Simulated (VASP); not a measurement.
Here is a VASP 6.6.1 calculation.

File INCAR:

```
PREC = Accurate
ENCUT = 520
EDIFF = 1E-7
ISMEAR = -1
SIGMA = 0.08
LREAL = False
LASPH = True
NELM = 60
ALGO = Normal
ISIF = 2
LWAVE = False
LCHARG = False
GGA = PE
NBANDS = 14
```

File KPOINTS:

```
regular mesh
0
Gamma
  14 14 13
```

The input POSCAR:

```
HfC
1.0
    2.9746356729      0.0000000001      0.0000000000
   -1.4873178365      2.5761100597      0.0000000000
    0.0000000000      0.0000000000      2.7583320823
Hf C
1 1
Direct
    0.0000000000      0.0000000000      0.0000000000
    0.3333333333      0.6666666667      0.5000000000
```

Potentials or basis: VASP PAW PBE potentials, release 64 (Hf_pv, C).

Run with:

```sh
$ cat potpaw_PBE.64/Hf_pv/POTCAR potpaw_PBE.64/C/POTCAR > POTCAR
$ mpirun -np 1 vasp_std > vasp.out
```

Task: Predict the band gap on the k mesh.

Result: Zero (bands 7 and 8 overlap by 0.60 eV).

Task: Predict the pressure.

Result: 66.6 GPa.

Stress tensor (GPa, compression positive):
```
66.92  0.00  0.00
 0.00 66.92  0.00
 0.00  0.00 65.84
```

Caveat: the cell stands under pressure; spin-orbit coupling is left out, which moves the levels of the heavy elements.
